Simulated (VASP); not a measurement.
# LiF: single point with r2SCAN

Crystal: LiF.

```xyz
2
Lattice="0.0000 1.9949 1.9949 1.9949 0.0000 1.9949 1.9949 1.9949 0.0000" Properties=species:S:1:pos:R:3 pbc="T T T"
Li    0.0000    0.0000    0.0000
F     1.9949    1.9949    1.9949
```

```json
{"Program": "VASP 6.6.1", "Task": "single point", "Functional": "r2SCAN", "Potentials or basis": "VASP PAW PBE potentials, release 64 (Li_sv, F)", "Cutoff": "520 eV", "k mesh": "10 × 10 × 10", "Occupations": "fermi-dirac, width 0.02 eV", "Spin": "no spin polarisation"}
```

* Band gap on the k mesh: 10.55 eV, direct

Levels at points of the mesh, in eV from the valence-band top:
```tsv
k point	band 3	band 4	band 5	band 6	band 7	band 8
(0.00, 0.00, 0.00)	0.00	0.00	0.00	10.55	25.77	25.77
(0.50, 0.00, 0.00)	-2.58	-0.25	-0.25	11.99	18.50	20.68
(0.50, 0.50, 0.00)	-3.13	-1.05	-1.05	16.35	17.59	19.49
```

It took 22 s on 1 thread of Intel(R) Xeon(R) Platinum 8488C (Sapphire Rapids), on a shared host, peak memory 0.13 GiB.

 A k mesh can miss the band edges.
